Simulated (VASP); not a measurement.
# TiH (I4/mmm) in VASP: further runs

TiH is run at these levels: PBEsol; tasks: single point.

Everything below comes from runs of VASP 6.6.1. Logs are shortened: lines on timing, memory, paths and dates and some standing lists are left out, and cuts for length are marked.

## 1. The cell of the first run

It takes space group I4/mmm (No. 139, tetragonal). Conventional cell: a = 2.886 Å, b = 2.886 Å, c = 4.274 Å, α = 90.00°, β = 90.00°, γ = 90.00°. Ti (site symmetry 4/mmm) has 6 H at 2.04 to 2.14 Å within 2.7 Å. Within 2.7 Å of H (site symmetry 4/mmm) lie 6 Ti at 2.04 to 2.14 Å.

## 2. Single point, PBEsol (biaxial strain in the a-b plane: -1.5 %, then relaxed in part)

INCAR

```
SYSTEM = TiH
ALGO     = Normal         ! electronic algorithm
EDIFF    = 1E-6           ! SCF threshold, eV
ENCUT    = 520            ! plane-wave cutoff, eV
GGA      = PS             ! functional
ISIF     = 2              ! what is computed and relaxed
ISMEAR   = 0              ! smearing method
LASPH    = .TRUE.         ! aspherical terms in the spheres
LCHARG   = .FALSE.        ! write CHGCAR
LREAL    = .FALSE.        ! projectors in reciprocal space
LWAVE    = .FALSE.        ! write WAVECAR
NBANDS   = 21             ! bands
NELM     = 100            ! most SCF steps
PREC     = Accurate       ! precision mode
SIGMA    = 0.1            ! smearing width, eV
```

KPOINTS

```
k-points
0
G
  14 14 10
  0 0 0
```

POSCAR

```
TiH
1.0
    2.0407676183      2.0407676183      0.0000000000
   -2.0407676183      2.0407676183      0.0000000000
    0.0000000000      0.0000000000      4.2739323771
Ti H
2 2
Direct
    0.0000000000      0.0000000000      0.0000000000
    0.5000000000      0.5000000000      0.5000000000
    0.5000000000      0.5000000000      0.0000000000
    0.0000000000      0.0000000000      0.5000000000
```

Potentials or basis: VASP PAW PBE potentials, release 64 (Ti_sv, H).

Run with:

```
> cat potpaw_PBE.64/Ti_sv/POTCAR potpaw_PBE.64/H/POTCAR > POTCAR
> mpirun -np 1 vasp_std > vasp.out
```

OUTCAR:

```text
SYSTEM = TiH
   EDIFF = 1E-6
   ENCUT = 520
   GGA = PS
   ISIF = 2
   ISMEAR = 0
   LASPH = .TRUE.
   LREAL = .FALSE.
   NELM = 100
   PREC = Accurate

 ion  position               nearest neighbor table
   1  0.000  0.000  0.000-
   2  0.500  0.500  0.500-
   3  0.500  0.500  0.000-
   4  0.000  0.000  0.500-

  LATTYP: Found a simple tetragonal cell.
 ALAT       =     2.8860812435
 C/A-ratio  =     1.4808773616

  Lattice vectors:

 A1 = (   2.0407676183,   2.0407676183,   0.0000000000)
 A2 = (  -2.0407676183,   2.0407676183,   0.0000000000)
 A3 = (   0.0000000000,   0.0000000000,   4.2739323771)

Analysis of symmetry for initial positions (statically):
=====================================================================
 Subroutine PRICEL returns following result:

  LATTYP: Found a body centered tetragonal cell.
 ALAT       =     2.8860812435
 C/A-ratio  =     1.4808773616

  Lattice vectors:

 A1 = (   2.0407676183,   0.0000000000,  -2.1369661886)
 A2 = (  -2.0407676183,   0.0000000000,  -2.1369661886)
 A3 = (   0.0000000000,   2.0407676183,   2.1369661886)

   2 primitive cells build up your supercell.

 Routine SETGRP: Setting up the symmetry group for a
 simple tetragonal supercell.

 Subroutine GETGRP returns: Found 16 space group operations
 (whereof 16 operations were pure point group operations)
 out of a pool of 16 trial point group operations.

The static configuration has the point symmetry D_4h.

Analysis of symmetry for dynamics (positions and initial velocities):
=====================================================================
 Subroutine PRICEL returns following result:

  LATTYP: Found a body centered tetragonal cell.
 ALAT       =     2.8860812435
 C/A-ratio  =     1.4808773616

  Lattice vectors:

 A1 = (   2.0407676183,   0.0000000000,  -2.1369661886)
 A2 = (  -2.0407676183,   0.0000000000,  -2.1369661886)
 A3 = (   0.0000000000,   2.0407676183,   2.1369661886)

   2 primitive cells build up your supercell.

 Routine SETGRP: Setting up the symmetry group for a
 simple tetragonal supercell.

 Subroutine GETGRP returns: Found 16 space group operations
 (whereof 16 operations were pure point group operations)
 out of a pool of 16 trial point group operations.

The dynamic configuration has the point symmetry D_4h.

 Subroutine INISYM returns: Found 16 space group operations
 (whereof 16 operations are pure point group operations),
 and found     2 'primitive' translations

----------------------------------------------------------------------------------------

                                     Primitive cell

  volume of cell :      17.7998

  direct lattice vectors                    reciprocal lattice vectors
     2.040767618  0.000000000 -2.136966189     0.245005848  0.245005848 -0.233976561
    -2.040767618  0.000000000 -2.136966189    -0.245005848  0.245005848 -0.233976561
     0.000000000  2.040767618  2.136966189     0.000000000  0.490011695  0.000000000

  length of vectors
     2.954886963  2.954886963  2.954886963     0.418091810  0.418091810  0.490011695

  position of ions in fractional coordinates (direct lattice)
     0.000000000  0.000000000  0.000000000
     0.500000000  0.500000000  0.000000000

  ion indices of the primitive-cell ions
   primitive index   ion index
                 1           1
                 2           4

----------------------------------------------------------------------------------------

 KPOINTS: k-points

Automatic generation of k-mesh.
 Grid dimensions read from file:
 generate k-points for:   14   14   10

 Generating k-lattice:

  Cartesian coordinates                     Fractional coordinates (reciprocal lattice)
     0.017500418  0.017500418  0.000000000     0.071428571  0.000000000  0.000000000
    -0.017500418  0.017500418  0.000000000     0.000000000  0.071428571  0.000000000
     0.000000000  0.000000000  0.023397656     0.000000000  0.000000000  0.100000000

  Length of vectors
     0.024749328  0.024749328  0.023397656

  Shift w.r.t. Gamma in fractional coordinates (k-lattice)
     0.000000000  0.000000000  0.000000000

 Subroutine IBZKPT returns following result:
 ===========================================

 Found    216 irreducible k-points:

 Following reciprocal coordinates:
            Coordinates               Weight
  0.000000  0.000000  0.000000      1.000000
  0.071429  0.000000  0.000000      4.000000
  0.142857  0.000000  0.000000      4.000000
  0.214286  0.000000  0.000000      4.000000
  0.285714  0.000000  0.000000      4.000000
  0.357143  0.000000  0.000000      4.000000
[... 16 lines left out ...]
  0.285714  0.214286  0.000000      8.000000
  0.357143  0.214286  0.000000      8.000000
 [... further k-points ...]
   k-points           NKPTS =    216   k-points in BZ     NKDIM =    216   number of bands    NBANDS=     21
   number of dos      NEDOS =    301   number of ions     NIONS =      4
   total plane-waves  NPLWV =  18432
   dimension x,y,z NGX =    24 NGY =   24 NGZ =   32
   dimension x,y,z NGXF=    48 NGYF=   48 NGZF=   64
   ions per type =               2   2
   NGX,Y,Z   is equivalent  to a cutoff of  13.82, 13.82, 12.45 a.u.
   NGXF,Y,Z  is equivalent  to a cutoff of  27.65, 27.65, 24.89 a.u.
 SYSTEM =  TiH
   PREC   = accura    normal or accurate (medium, high low for compatibility)
   ISTART =      0    job   : 0-new  1-cont  2-samecut
   ICHARG =      2    charge: 1-file 2-atom 10-const
   ISPIN  =      1    spin polarized calculation?
   LNONCOLLINEAR =      F non collinear calculations
   LSORBIT =      F    spin-orbit coupling
   LASPH  =      T    aspherical Exc in radial PAW
   ENCUT  =  520.0 eV  38.22 Ry    6.18 a.u.   5.37  5.37  7.95*2*pi/ulx,y,z
   NELM   =    100;   NELMIN=  2; NELMDL= -5     # of ELM steps
   EDIFF  = 0.1E-05   stopping-criterion for ELM
   LREAL  =      F    real-space projection
   EDIFFG = 0.1E-04   stopping-criterion for IOM
   NSW    =      0    number of steps for IOM
   IBRION =     -1    ionic relax: 0-MD 1-quasi-New 2-CG
   NFREE  =      0    steps in history (QN), initial steepest desc. (CG)
   ISIF   =      2    stress and relaxation
   ISYM   =      2    0-nonsym 1-usesym 2-fastsym
   POTIM  = 0.5000    time-step for ionic-motion
   TEBEG  =    0.0;   TEEND  =   0.0 temperature during run
   PSTRESS=    0.0 pullay stress
   NELECT =      26.0000    total number of electrons
   NUPDOWN=      -1.0000    fix difference up-down
   EMIN   =  10.00;   EMAX   =-10.00  energy-range for DOS
   EFERMI =   0.00;   METHOD = LEGACY
   ISMEAR =     0;   SIGMA  =   0.10  broadening in eV -4-tet -1-fermi 0-gaus
   EFERMI_NEDOS =   21; number of points for ismear=-14 and -15
   IALGO  =     38    algorithm
   IMIX   =      4    mixing-type and parameters
     AMIX     =   0.40;   BMIX     =  1.00
     AMIX_MAG =   1.60;   BMIX_MAG =  1.00
  volume/ion in A,a.u.               =       8.90        60.06
  Fermi-wavevector in a.u.,A,eV,Ry     =   1.474295  2.786013 29.572881  2.173545
  Thomas-Fermi vector in A             =   2.589084
   LORBIT       =      0    0 simple, 1 ext, 2 COOP (PROOUT), +10 PAW based schemes
   GGA     = PS    functional components
   LHFCALC =     F    Hartree Fock is set to
   AEXX    =    0.0000 exact exchange contribution
   IVDW    =     0    specifies the selected vdW correction
   LEPSILON=     F    determine dielectric tensor
   LRPA    =     F    only Hartree local field effects (RPA)
 non-spin polarized calculation
 Gauss-broadening in eV      SIGMA  =   0.10
  energy-cutoff  :      520.00
  volume of cell :       35.60
 maximum number of plane-waves:       976
 NGX is ok and might be reduce to    24
   NGX = 11   NGY = 11   NGZ = 15

 number of electron      26.0000007 magnetization

 Free energy of the ion-electron system (eV)
  ---------------------------------------------------
  ext. energy  EPLUGINS =         0.00000000
  ---------------------------------------------------
  free energy    TOTEN  =       -24.85950090 eV

  energy without entropy =      -24.83935070  energy(sigma->0) =      -24.84942580

 E-fermi :   8.9343     XC(G=0): -12.1761

 val. band max:        8.9341505222   @ k =   0.5000   0.2143   0.3000
 cond. band min:       8.9385604798   @ k =   0.4286   0.0714   0.2000
 fundamental gap:      0.0044099576
 Fermi energy:         8.9342553222

 k-point     1 :       0.0000    0.0000    0.0000
  band No.  band energies     occupation
      1     -47.5049      2.00000
      2     -47.3603      2.00000
      3     -24.1069      2.00000
      4     -23.7190      2.00000
      5     -23.7190      2.00000
      6     -23.5179      2.00000
[... 13 lines left out ...]
     20      12.6935      0.00000
     21      15.5466      0.00000

 k-point     2 :       0.0714    0.0000    0.0000
  band No.  band energies     occupation
      1     -47.5007      2.00000
      2     -47.3596      2.00000
      3     -24.0973      2.00000
      4     -23.7383      2.00000
      5     -23.7146      2.00000
      6     -23.5427      2.00000
[... 13 lines left out ...]
     20      13.0012      0.00000
     21      15.4462      0.00000

 k-point     3 :       0.1429    0.0000    0.0000
  band No.  band energies     occupation
      1     -47.4887      2.00000
      2     -47.3582      2.00000
      3     -24.0693      2.00000
      4     -23.7917      2.00000
      5     -23.7019      2.00000
      6     -23.6121      2.00000
[... 13 lines left out ...]
     20      13.7300      0.00000
     21      15.1184      0.00000

 k-point     4 :       0.2143    0.0000    0.0000
  band No.  band energies     occupation
      1     -47.4704      2.00000
      2     -47.3569      2.00000
      3     -24.0250      2.00000
      4     -23.8668      2.00000
      5     -23.7124      2.00000
      6     -23.6822      2.00000
[... 13 lines left out ...]
     20      14.5699      0.00000
     21      14.6603      0.00000

 k-point     5 :       0.2857    0.0000    0.0000
  band No.  band energies     occupation
      1     -47.4481      2.00000
      2     -47.3575      2.00000
      3     -23.9678      2.00000
      4     -23.9467      2.00000
      5     -23.8248      2.00000
      6     -23.6576      2.00000
[... 13 lines left out ...]
     20      13.9928      0.00000
     21      15.7022      0.00000

 k-point     6 :       0.3571    0.0000    0.0000
  band No.  band energies     occupation
      1     -47.4246      2.00000
      2     -47.3614      2.00000
      3     -24.0135      2.00000
      4     -23.9293      2.00000
      5     -23.9018      2.00000
      6     -23.6375      2.00000
[... 13 lines left out ...]
     20      13.5658      0.00000
     21      16.3541      0.00000

 k-point     7 :       0.4286    0.0000    0.0000
  band No.  band energies     occupation
      1     -47.4024      2.00000
      2     -47.3699      2.00000
      3     -24.0516      2.00000
      4     -24.0086      2.00000
      5     -23.8316      2.00000
      6     -23.6960      2.00000
[... 13 lines left out ...]
     20      13.2463      0.00000
     21      16.2462      0.00000
[... 291 lines left out ...]
      1     -47.3920      2.00000
      2     -47.3628      2.00000
      3     -24.0481      2.00000
      4     -24.0119      2.00000
      5     -23.8163      2.00000
      6     -23.6939      2.00000
[... 13 lines left out ...]
     20      13.4250      0.00000
     21      16.3131      0.00000

 k-point    21 :       0.5000    0.1429    0.0000
  band No.  band energies     occupation
      1     -47.3750      2.00000
      2     -47.3750      2.00000
      3     -24.0503      2.00000
      4     -24.0503      2.00000
      5     -23.7530      2.00000
      6     -23.7530      2.00000
[... 13 lines left out ...]
     20      12.9666      0.00000
     21      16.3025      0.00000

 k-point    22 :       0.2143    0.2143    0.0000
  band No.  band energies     occupation
      1     -47.4396      2.00000
      2     -47.3506      2.00000
      3     -23.9566      2.00000
      4     -23.8860      2.00000
      5     -23.7854      2.00000
      6     -23.7717      2.00000
[... 13 lines left out ...]
     20      14.9703      0.00000
     21      15.5059      0.00000

 k-point    23 :       0.2857    0.2143    0.0000
  band No.  band energies     occupation
      1     -47.4199      2.00000
      2     -47.3488      2.00000
      3     -23.9472      2.00000
      4     -23.9094      2.00000
      5     -23.8684      2.00000
      6     -23.7662      2.00000
[... 13 lines left out ...]
     20      14.7705      0.00000
     21      16.2025      0.00000

 k-point    24 :       0.3571    0.2143    0.0000
  band No.  band energies     occupation
      1     -47.3995      2.00000
      2     -47.3500      2.00000
      3     -24.0105      2.00000
      4     -23.9554      2.00000
      5     -23.8555      2.00000
      6     -23.7450      2.00000
[... 13 lines left out ...]
     20      14.2452      0.00000
     21      16.1664      0.00000

 [... further k-points ...]
[... 5 lines left out ...]
  --------------------------------------------------------------------------------------
  -------------------------------------------------------------------------------------
  Total       -0.0732657     -0.0732657     -0.0192414      0.0000000     -0.0000000     -0.0000000
  in kB       -3.2973602     -3.2973602     -0.8659708      0.0000000     -0.0000000     -0.0000000
  external PRESSURE =      -2.4868970 kB  Pullay stress =       0.0000000 kB

 VOLUME and BASIS-vectors are now :
 -----------------------------------------------------------------------------
  energy-cutoff  :      520.00
  volume of cell :       35.60
      direct lattice vectors                 reciprocal lattice vectors
     2.040767618  2.040767618  0.000000000     0.245005848  0.245005848  0.000000000
    -2.040767618  2.040767618  0.000000000    -0.245005848  0.245005848  0.000000000
     0.000000000  0.000000000  4.273932377     0.000000000  0.000000000  0.233976561

 POSITION                                       TOTAL-FORCE (eV/Angst)
 -----------------------------------------------------------------------------------
      0.00000      0.00000      0.00000        -0.000000      0.000000     -0.000000
      0.00000      2.04077      2.13697         0.000000      0.000000      0.000000
      0.00000      2.04077      0.00000         0.000000     -0.000000     -0.000000
      0.00000      0.00000      2.13697        -0.000000     -0.000000     -0.000000
 -----------------------------------------------------------------------------------
    total drift:                               -0.000000      0.000000     -0.000000

  FREE ENERGIE OF THE ION-ELECTRON SYSTEM (eV)
  ---------------------------------------------------
  free  energy   TOTEN  =       -24.8595009019 eV

  energy  without entropy=      -24.8393507043  energy(sigma->0) =      -24.84942580
```

Wall time 85 s (1 thread of AMD EPYC 7R13 (Zen 3), shared host); peak memory 0.22 GiB.

What came out:

```yaml
Free_energy: -24.8595 eV
Pressure: -0.2 GPa
Band_gap_on_the_k_mesh: zero (bands 13 and 14 overlap by 2.91 eV)
```

Stress tensor (GPa, compression positive):
```
-0.33  0.00  0.00
 0.00 -0.33  0.00
 0.00  0.00 -0.09
```

Caveat: the cell differs from its parent crystal (biaxial strain in the a-b plane: -1.5 %, then relaxed in part); the PAW data sets were made with another functional, which shifts forces and pressure a little.

(Continued in part 2 of 2.)
